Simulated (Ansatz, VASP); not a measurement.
# One calculation of HfSi3O8, two programs

```
Hf Si O
1.0
     5.50146    0.00000    0.00000
     0.00000    5.50146    0.00000
     0.00000    0.00000    7.98638
Hf Si O
1 3 8
Cartesian
  0.0000 0.0000 3.9932
  2.7507 0.0000 6.2237
  0.0000 2.7507 1.7627
  2.7507 2.7507 0.0000
  4.0368 0.0000 5.2440
  1.3702 2.7507 0.8712
  1.4647 0.0000 5.2440
  4.1313 2.7507 0.8712
  0.0000 1.4647 2.7424
  2.7507 4.1313 7.1152
  0.0000 4.0368 2.7424
  2.7507 1.3702 7.1152
```

Alike in both runs: functional PBE; k mesh 4 × 4 × 4; occupations gaussian, width 0.02 eV; no spin polarisation.

Ansatz relaxed the structure, and its values are those at the end. VASP's run is a single point on that final structure, the one shown.

|  | VASP | Ansatz |
| --- | --- | --- |
| version | VASP 6.6.1 | Ansatz 0.2.0 |
| potentials or method | VASP PAW PBE potentials, release 64 (Hf_pv, Si, O), cutoff 520 eV | scalar-relativistic, plane waves, PAW |
| valence electrons in the cell | 70 | 86 |

```csv
,VASP,Ansatz,Ansatz less VASP
gap on the k mesh at the Fermi level (eV),4.66,4.66,+0.003
least direct gap on the mesh (eV),4.71,4.71,+0.003
pressure (GPa),-0.2,0.0,+0.25
rms of the force components (eV/Å),0.065,0.004,-0.0616
```

The functional is the same, so the differences come from potentials, cutoffs and numerics. VASP's potentials hold 70 valence electrons a cell and Ansatz's 86, so a difference there can come from the potentials and not from the codes. Ansatz's warnings: xc potential rough in thin density.

Neither program's run includes spin-orbit coupling.
